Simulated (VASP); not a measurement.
Input of a VASP 6.6.1 run:

File INCAR:

```
SYSTEM = RbAsPd3
PREC = Accurate
ENCUT = 600
EDIFF = 1E-7
ISMEAR = 0
SIGMA = 0.1
LREAL = .FALSE.
LASPH = .TRUE.
NELM = 60
ALGO = Fast
ISIF = 3
LWAVE = .FALSE.
LCHARG = .FALSE.
GGA = PE
IBRION = 2
NSW = 90
EDIFFG = -0.04
```

KPOINTS

```
Automatic mesh
0
G
  4 4 4
  0 0 0
```

POSCAR

```
RbAsPd3
1.0
    4.6494803800      0.0000000000      0.0000000000
    0.0000000000      4.6494803800      0.0000000000
    0.0000000000      0.0000000000      4.6494803800
Rb As Pd
1 1 3
Direct
    0.0000000000      0.0000000000      0.0000000000
    0.5000000000      0.5000000000      0.5000000000
    0.0000000000      0.5000000000      0.5000000000
    0.5000000000      0.0000000000      0.5000000000
    0.5000000000      0.5000000000      0.0000000000
```

Potentials or basis: VASP PAW PBE potentials, release 64 (Rb_sv, As, Pd).

Launch:

```sh
$ cat potpaw_PBE.64/Rb_sv/POTCAR potpaw_PBE.64/As/POTCAR potpaw_PBE.64/Pd/POTCAR > POTCAR
$ mpirun -np 1 vasp_std > vasp.out
```

Task: Predict the band gap on the k mesh.

Result: Zero (band 22 reaches 4.77 eV, above the bottom of band 23 at 3.35 eV).

Task: Estimate the relaxed cell.

Result: a = 4.869 Å, b = 4.869 Å, c = 4.869 Å, α = 90.00°, β = 90.00°, γ = 90.00°.

Step by step:
| step | energy change (eV) | largest force (eV/Å) | pressure (GPa) | volume (Å³) |
| --- | --- | --- | --- | --- |
| 1 | 0.0000 | 0.0000 | 12.84 | 100.51 |
| 2 | -0.3622 | 0.0000 | -4.46 | 125.81 |
| 3 | -0.5198 | 0.0000 | 0.02 | 115.43 |
